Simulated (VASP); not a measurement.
# PbO (anti NiAs type) (P6_3/mmc) in VASP: relaxation of cell and atoms with r2SCAN

Aim: the relaxation of cell and atoms of PbO (anti NiAs type) with r2SCAN.

All numbers are computed with VASP 6.6.1; they aren't measurements. Logs are shortened: lines on timing, memory, paths and dates and some standing lists are left out, and cuts for length are marked.

**1. The cell of the first run**

The structure is hexagonal, space group P6_3/mmc (No. 194). Conventional cell: a = 3.305 Å, b = 3.305 Å, c = 5.123 Å, α = 90.00°, β = 90.00°, γ = 120.00°. O (site symmetry -3m) has 6 Pb at 2.30 Å and 2 O at 2.56 Å within 3.0 Å. Pb (site symmetry -6m2) has 6 O at 2.30 Å within 3.0 Å.

**2. Relaxation of cell and atoms, r2SCAN, target pressure 58 GPa, at which the enthalpy is minimised**

The input, POSCAR:

```
PbO
1.0
    3.3052447411      0.0000000000      0.0000000000
   -1.6526223706      2.8624259115      0.0000000000
    0.0000000000      0.0000000000      5.1231293487
O Pb
2 2
Direct
    0.0000000000      0.0000000000      0.0000000000
    0.0000000000      0.0000000000      0.5000000000
    0.3333333333      0.6666666667      0.2500000000
    0.6666666667      0.3333333333      0.7500000000
```

The input, INCAR.step1:

```
SYSTEM = PbO
PREC = Accurate ; ENCUT = 600
ISMEAR = -1 ; SIGMA = 0.08
LREAL = .FALSE. ; LASPH = .TRUE.
NELM = 80 ; GGA = PE
ALGO = Normal ; EDIFF = 1E-4
LWAVE = .TRUE. ; LCHARG = .FALSE.
```

The input, INCAR.step2:

```
SYSTEM = PbO
PREC = Accurate ; ENCUT = 600
EDIFF = 1E-6 ; ISMEAR = -1
SIGMA = 0.08 ; LREAL = .FALSE.
LASPH = .TRUE. ; NELM = 80
ALGO = Normal ; ISIF = 3
LWAVE = .FALSE. ; LCHARG = .FALSE.
METAGGA = R2SCAN ; LMIXTAU = .TRUE.
IBRION = 2 ; NSW = 60
EDIFFG = -0.005 ; PSTRESS = 580.0
ISTART = 1
```

The input, KPOINTS:

```
Automatic mesh
0
G
  12 12 7
  0 0 0
```

Potentials or basis: VASP PAW PBE potentials, release 64 (O, Pb_d).

On the command line:

```bash
$ cat potpaw_PBE.64/O/POTCAR potpaw_PBE.64/Pb_d/POTCAR > POTCAR
$ cp INCAR.step1 INCAR
$ mpirun -np 1 vasp_std > vasp.out
$ cp INCAR.step2 INCAR
$ mpirun -np 1 vasp_std > vasp.out
```

OUTCAR:

```text
SYSTEM = PbO
   PREC = Accurate
   ENCUT = 600
   EDIFF = 1E-6
   ISMEAR = -1
   LREAL = .FALSE.
   LASPH = .TRUE.
   NELM = 80
   ISIF = 3
   METAGGA = R2SCAN
   IBRION = 2
   NSW = 60
   EDIFFG = -0.005
   PSTRESS = 580.0
   ISTART = 1

 ion  position               nearest neighbor table
   1  0.000  0.000  0.000-   3 2.30   4 2.30   4 2.30   3 2.30   4 2.30   3 2.30
   2  0.000  0.000  0.500-   3 2.30   4 2.30   4 2.30   3 2.30   4 2.30   3 2.30
   3  0.333  0.667  0.250-   1 2.30   2 2.30   1 2.30   2 2.30   1 2.30   2 2.30   4 3.19   4 3.19
                             4 3.19   4 3.19   4 3.19   4 3.19
   4  0.667  0.333  0.750-   1 2.30   2 2.30   1 2.30   2 2.30   1 2.30   2 2.30   3 3.19   3 3.19
                             3 3.19   3 3.19   3 3.19   3 3.19

  LATTYP: Found a hexagonal cell.
 ALAT       =     3.3052447411
 C/A-ratio  =     1.5500000000

  Lattice vectors:

 A1 = (   3.3052447411,   0.0000000000,   0.0000000000)
 A2 = (  -1.6526223706,   2.8624259115,   0.0000000000)
 A3 = (   0.0000000000,   0.0000000000,   5.1231293487)

Analysis of symmetry for initial positions (statically):
=====================================================================
 Subroutine PRICEL returns:
 Original cell was already a primitive cell.

 Routine SETGRP: Setting up the symmetry group for a
 hexagonal supercell.

 Subroutine GETGRP returns: Found 24 space group operations
 (whereof 12 operations were pure point group operations)
 out of a pool of 24 trial point group operations.

The static configuration has the point symmetry D_3d.
 The point group associated with its full space group is D_6h.

Analysis of symmetry for dynamics (positions and initial velocities):
=====================================================================
 Subroutine PRICEL returns:
 Original cell was already a primitive cell.

 Routine SETGRP: Setting up the symmetry group for a
 hexagonal supercell.

 Subroutine GETGRP returns: Found 24 space group operations
 (whereof 12 operations were pure point group operations)
 out of a pool of 24 trial point group operations.

The dynamic configuration has the point symmetry D_3d.
 The point group associated with its full space group is D_6h.

 Subroutine INISYM returns: Found 24 space group operations
 (whereof 12 operations are pure point group operations),
 and found     1 'primitive' translations

----------------------------------------------------------------------------------------

                                     Primitive cell

  volume of cell :      48.4700

  direct lattice vectors                    reciprocal lattice vectors
[... 107 lines left out ...]
   EFERMI_NEDOS =   21; number of points for ismear=-14 and -15
   IALGO  =     38    algorithm
   IMIX   =      4    mixing-type and parameters
     AMIX     =   0.40;   BMIX     =  1.00
     AMIX_MAG =   1.60;   BMIX_MAG =  1.00
  volume/ion in A,a.u.               =      12.12        81.77
  Fermi-wavevector in a.u.,A,eV,Ry     =   1.535573  2.901812 32.082320  2.357984
  Thomas-Fermi vector in A             =   2.642342
   LORBIT       =      0    0 simple, 1 ext, 2 COOP (PROOUT), +10 PAW based schemes
   METAGGA = R2SCAN    functional components
   LHFCALC =     F    Hartree Fock is set to
   AEXX    =    0.0000 exact exchange contribution
   IVDW    =     0    specifies the selected vdW correction
   LEPSILON=     F    determine dielectric tensor
   LRPA    =     F    only Hartree local field effects (RPA)
 conjugate gradient relaxation of ions
 non-spin polarized calculation
  energy-cutoff  :      600.00
  volume of cell :       48.47
 maximum number of plane-waves:      1642
 NGX is ok and might be reduce to    28
   NGX = 13   NGY = 13   NGZ = 21

--------------------------------------- Ionic step        1  -------------------------------------------

 number of electron      40.0000001 magnetization

 Free energy of the ion-electron system (eV)
  ---------------------------------------------------
  ext. energy  EPLUGINS =         0.00000000
  ---------------------------------------------------
  free energy    TOTEN  =      -124.07650535 eV

  energy without entropy =     -124.07275383  energy(sigma->0) =     -124.07462959

------------------------ aborting loop because EDIFF is reached ----------------------------------------

  FORCE on cell =-STRESS in cart. coord.  units (eV):
  Direction    XX          YY          ZZ          XY          YZ          ZX
  --------------------------------------------------------------------------------------
  -------------------------------------------------------------------------------------
  Total       22.7390740     22.7390740     29.5553343     -0.0000000      0.0000000      0.0000000
  in kB      751.6404757    751.6404757    976.9520738     -0.0000000      0.0000000      0.0000000
  external PRESSURE =     246.7443418 kB  Pullay stress =     580.0000000 kB
[... 27 lines left out ...]
--------------------------------------- Ionic step        2  -------------------------------------------

 number of electron      40.0000007 magnetization

 E-fermi :   8.4954     XC(G=0): -12.0011

 val. band max:        8.4243693967   @ k =   0.5000  -0.0000   0.1429
 cond. band min:       8.5443293959   @ k =   0.0000   0.0000   0.0000
 fundamental gap:      0.1199599992
 Fermi energy:         8.4954233457

 k-point     1 :       0.0000    0.0000    0.0000
  band No.  band energies     occupation
      1     -11.6648      2.00000
      2     -10.6850      2.00000
      3      -9.1158      2.00000
      4      -9.0936      2.00000
      5      -9.0936      2.00000
      6      -9.0787      2.00000
[... 714 lines left out ...]
  energy  without entropy=     -125.9876096656  energy(sigma->0) =     -125.98869260

  enthalpy is  TOTEN    =      -106.8752310690 eV   P V=       19.1145444617

[... ionic steps 4 to 8 ...]

--------------------------------------- Ionic step        9  -------------------------------------------

 number of electron      39.9999997 magnetization

------------------------ aborting loop because EDIFF is reached ----------------------------------------
[... 75 lines left out ...]
--------------------------------------- Ionic step       11  -------------------------------------------

 number of electron      39.9999994 magnetization

 Free energy of the ion-electron system (eV)
  ---------------------------------------------------
  ext. energy  EPLUGINS =         0.00000000
  ---------------------------------------------------
  free energy    TOTEN  =      -125.74615534 eV

  energy without entropy =     -125.74053650  energy(sigma->0) =     -125.74334592

 E-fermi :  11.6149     XC(G=0): -13.3462

 val. band max:       11.6121599889   @ k =   0.4167   0.1667   0.1429
 cond. band min:      11.6529353233   @ k =   0.0000   0.0000   0.0000
 fundamental gap:      0.0407753344
 Fermi energy:        11.6149044444

 k-point     1 :       0.0000    0.0000    0.0000
  band No.  band energies     occupation
      1     -10.4989      2.00000
      2      -9.2798      2.00000
      3      -6.6282      2.00000
      4      -6.5505      2.00000
      5      -6.5304      2.00000
      6      -6.5304      2.00000
[... 674 lines left out ...]
  energy  without entropy=     -125.7405364965  energy(sigma->0) =     -125.74334592

  enthalpy is  TOTEN    =      -107.3220257439 eV   P V=       18.4241295918

 reached required accuracy - stopping structural energy minimisation
```

Wall time 29 min (1 thread of Intel Xeon 6975P-C (Granite Rapids), shared host); peak memory 0.26 GiB.

What came out:

* Free energy: -125.7462 eV
* Relaxed volume: 12.72 Å³/atom
* Relaxed cell: a = 3.106 Å, b = 3.106 Å, c = 6.090 Å, α = 90.00°, β = 90.00°, γ = 120.00°
* Space group after relaxing (to 0.1 Å): P6_3/mmc (No. 194)
* Energy change on relaxing (the run minimises the enthalpy): -417.4 meV/atom
* Ionic steps: 11
* Pressure after relaxing: 58.0 GPa
* Band gap on the k mesh: zero (bands 20 and 21 overlap by 0.13 eV)

The path:
| step | energy change (eV) | largest force (eV/Å) | pressure (GPa) | volume (Å³) |
| --- | --- | --- | --- | --- |
| 1 | 0.0000 | 0.0000 | 82.67 | 48.47 |
| 2 | -3.9624 | 0.0000 | 14.19 | 62.66 |
| 3 | -1.9133 | 0.0000 | 52.71 | 52.80 |
| 4 | -1.8191 | 0.0000 | 54.24 | 52.54 |
| 5 | -1.9326 | 0.0000 | 55.28 | 52.19 |
| 6 | -1.6971 | 0.0000 | 57.49 | 50.97 |
| 7 | -1.7135 | 0.0000 | 57.42 | 51.02 |
| 8 | -1.5677 | 0.0000 | 60.09 | 50.62 |
| 9 | -1.6857 | 0.0000 | 57.94 | 50.94 |
| 10 | -1.6782 | 0.0000 | 57.98 | 50.92 |
| 11 | -1.6697 | 0.0000 | 58.03 | 50.89 |

Final structure:
```
O Pb
1.0
     3.10630    0.00000    0.00000
    -1.55315    2.69014    0.00000
     0.00000    0.00000    6.09047
O Pb
2 2
Direct
  0.00000 0.00000 0.00000
  0.00000 0.00000 0.50000
  0.33333 0.66667 0.25000
  0.66667 0.33333 0.75000
```

Caveat: the cell is relaxed towards a set pressure, so the run minimises the enthalpy, not the energy; semilocal functionals underestimate gaps, so a narrow gap can read as zero; a cell axis changed by over 15 % at a fixed basis, so the end point is rough; the PAW data sets were made with another functional, which shifts forces and pressure a little; spin-orbit coupling is left out, which moves the levels of the heavy elements.
